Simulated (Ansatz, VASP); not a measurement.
SnO2: VASP beside Ansatz

File INCAR:

```
ALGO     = Normal         # electronic algorithm
EDIFF    = 1E-7           # SCF threshold, eV
ENCUT    = 520            # plane-wave cutoff, eV
GGA      = CA             # functional
ISIF     = 2              # what is computed and relaxed
ISMEAR   = 0              # smearing method
LASPH    = True           # aspherical terms in the spheres
LCHARG   = True           # write CHGCAR
LELF     = True           # ELF
LREAL    = False          # projectors in reciprocal space
LVHAR    = True         
LWAVE    = False          # write WAVECAR
NBANDS   = 35             # bands
NELM     = 100            # most SCF steps
PREC     = Accurate       # precision mode
SIGMA    = 0.05           # smearing width, eV
```

KPOINTS

```
k-points
0
Gamma
  6 6 8
```

The input POSCAR:

```
SnO2
1.0
    4.9308404756      0.0000000000      0.0000000000
    0.0000000000      4.9313636212      0.0000000000
    0.0000000000      0.0000000000      3.3311718629
Sn O
2 4
Direct
    0.5000000000      0.5000000000      0.5000000000
    0.0000000000      0.0000000000      0.0000000000
    0.3059920358      0.2715746941      0.0000000000
    0.8059920358      0.2284253059      0.5000000000
    0.1940079642      0.7715746941      0.5000000000
    0.6940079642      0.7284253059      0.0000000000
```

Input for Ansatz:

```yaml
crystal:
  lattice:
    - [4.9308404756, 0.0, 0.0]
    - [0.0, 4.9313636212, 0.0]
    - [0.0, 0.0, 3.3311718629]
  atoms:
    - { symbol: Sn, position: [0.5, 0.5, 0.5] }
    - { symbol: Sn, position: [0.0, 0.0, 0.0] }
    - { symbol: O, position: [0.3059920358, 0.2715746941, 0.0] }
    - { symbol: O, position: [0.8059920358, 0.2284253059, 0.5] }
    - { symbol: O, position: [0.1940079642, 0.7715746941, 0.5] }
    - { symbol: O, position: [0.6940079642, 0.7284253059, 0.0] }
basis:
  ecutwfc: 520.0
kpoints:
  mp_grid: { grid: [6, 6, 8] }
hamiltonian:
  xc: lda
  pseudopotentials: { kind: paw, azcp: { folder: soft_1 } }
scf:
  occupations: { method: gaussian, width: 0.05 }
output:
  forces: true
  stress: true
  eigenvalues: true
```

Alike in both runs: task single point; functional LDA; k mesh 6 × 6 × 8; occupations gaussian, width 0.05 eV; no spin polarisation.

|  | VASP | Ansatz |
| --- | --- | --- |
| version | VASP 6.6.1 | Ansatz 0.2.0 |
| potentials or method | VASP PAW LDA potentials, release 64 (Sn_d, O), cutoff 520 eV | scalar-relativistic, plane waves, PAW |
| valence electrons in the cell | 52 | 52 |

Ansatz gave:

```
gap on the k mesh at the Fermi level (eV)                     : 0.28
least direct gap on the mesh (eV)                             : 0.66
pressure (GPa)                                                : -20.0
traceless stress, the component that is largest in VASP (GPa) : 2.98
rms of the force components (eV/Å)                            : 0.855
```

Task: Which values does VASP return?

Result: gap on the k mesh at the Fermi level (eV): 0.29; least direct gap on the mesh (eV): 0.67; pressure (GPa): -19.3; traceless stress, the component that is largest in VASP (GPa): 3.14; rms of the force components (eV/Å): 0.878.

Ansatz warns that its potentials were made for another functional, while VASP's fit it. LDA's correlation is that of Perdew and Zunger in VASP and of Perdew and Wang (1992) in Ansatz. Atom by atom the forces differ by 0.024 eV/Å (rms over components).
